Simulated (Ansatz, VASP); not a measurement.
## GaP in VASP and in Ansatz

Contents of INCAR:

```
SYSTEM = GaP
  PREC = Accurate
  ENCUT = 500
  EDIFF = 1E-6
  ISMEAR = 0
  SIGMA = 0.02
  LREAL = .False.
  LASPH = .True.
  NELM = 120
  ALGO = Normal
  ISIF = 2
  LWAVE = .False.
  LCHARG = .True.
  LELF = .True.
  LVHAR = .True.
  NBANDS = 16
  GGA_COMPAT = .False.
```

The input KPOINTS:

```
Automatic mesh
0
Gamma
  8 8 8
  0 0 0
```

POSCAR

```
GaP
1.0
    0.0000000000      2.6684781897      2.6684781897
    2.6684781897      0.0000000000      2.6684781897
    2.6684781897      2.6684781897      0.0000000000
Ga P
1 1
Direct
    0.0000000000      0.0000000000      0.0000000000
    0.7500000000      0.7500000000      0.7500000000
```

Input for Ansatz:

```yaml
crystal:
  lattice:
    - [0.0, 2.6684781897, 2.6684781897]
    - [2.6684781897, 0.0, 2.6684781897]
    - [2.6684781897, 2.6684781897, 0.0]
  atoms:
    - { symbol: Ga, position: [0.0, 0.0, 0.0] }
    - { symbol: P, position: [0.75, 0.75, 0.75] }
basis:
  ecutwfc: 420
kpoints:
  mp_grid: { grid: [8, 8, 8] }
hamiltonian:
  xc: lda
  pseudopotentials: { kind: paw, azcp: { folder: soft_1 } }
scf:
  occupations: { method: gaussian, width: 0.02 }
output:
  forces: true
  stress: true
  eigenvalues: true
```

Alike in both runs: task single point; functional LDA; k mesh 8 × 8 × 8; occupations gaussian, width 0.02 eV; no spin polarisation.

```csv
,VASP,Ansatz
version,VASP 6.6.1,Ansatz 0.2.0
potentials or method,"VASP PAW LDA potentials, release 64 (Ga_d, P), cutoff 500 eV","scalar-relativistic, plane waves, PAW"
valence electrons in the cell,18,18
```

|  | VASP | Ansatz | Ansatz less VASP |
| --- | --- | --- | --- |
| gap on the k mesh at the Fermi level (eV) | 1.36 | 1.37 | +0.001 |
| least direct gap on the mesh (eV) | 2.17 | 2.14 | -0.030 |
| pressure (GPa) | 3.0 | 2.9 | -0.07 |

Ansatz warns that its potentials were made for another functional, while VASP's fit it. LDA's correlation is that of Perdew and Zunger in VASP and of Perdew and Wang (1992) in Ansatz.
